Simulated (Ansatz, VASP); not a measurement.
# One calculation of GaAs, two programs

The input INCAR:

```
PREC = Accurate
ENCUT = 500
EDIFF = 1E-6
ISMEAR = 0
SIGMA = 0.03
LREAL = F
LASPH = T
NELM = 120
ALGO = Normal
ISIF = 2
LWAVE = F
LCHARG = T
GGA = PE
LELF = T
LVHAR = T
NBANDS = 16
GGA_COMPAT = F
```

Contents of KPOINTS:

```
Automatic mesh
0
Gamma
  10 10 10
```

The input POSCAR:

```
GaAs
1.0
    0.0000000000      2.7290576540      2.9445095741
    2.7290576540      0.0000000000      2.9445095741
    2.7290576540      2.7290576540      0.0000000000
Ga As
1 1
Direct
    0.0000000000      0.0000000000      0.0000000000
    0.7500000000      0.7500000000      0.7500000000
```

Input for Ansatz:

```yaml
crystal:
  lattice:
    - [0.0, 2.729057654, 2.9445095741]
    - [2.729057654, 0.0, 2.9445095741]
    - [2.729057654, 2.729057654, 0.0]
  atoms:
    - { symbol: Ga, position: [0.0, 0.0, 0.0] }
    - { symbol: As, position: [0.75, 0.75, 0.75] }
basis:
  ecutwfc: 420
kpoints:
  mp_grid: { grid: [10, 10, 10] }
hamiltonian:
  xc: pbe
scf:
  occupations: { method: gaussian, width: 0.03 }
output:
  forces: true
  stress: true
  eigenvalues: true
```

Change from the starting cell: strain -0.050 along x and y, +0.025 along z, atoms carried along.

Alike in both runs: task single point; functional PBE; k mesh 10 × 10 × 10; occupations gaussian, width 0.03 eV; no spin polarisation.

|  | VASP | Ansatz |
| --- | --- | --- |
| version | VASP 6.6.1 | Ansatz 0.2.0 |
| potentials or method | VASP PAW PBE potentials, release 64 (Ga_d, As), cutoff 500 eV | scalar-relativistic, plane waves, PAW |
| valence electrons in the cell | 18 | 28 |

|  | VASP | Ansatz | Ansatz less VASP |
| --- | --- | --- | --- |
| gap on the k mesh at the Fermi level (eV) | 0.53 | 0.52 | -0.006 |
| least direct gap on the mesh (eV) | 0.53 | 0.52 | -0.006 |
| pressure (GPa) | 5.8 | 5.6 | -0.19 |
| traceless stress, the component that is largest in VASP (GPa) | -3.46 | -3.47 | -0.009 |

VASP's potentials hold 18 valence electrons a cell and Ansatz's 28, so a difference there can come from the potentials and not from the codes.
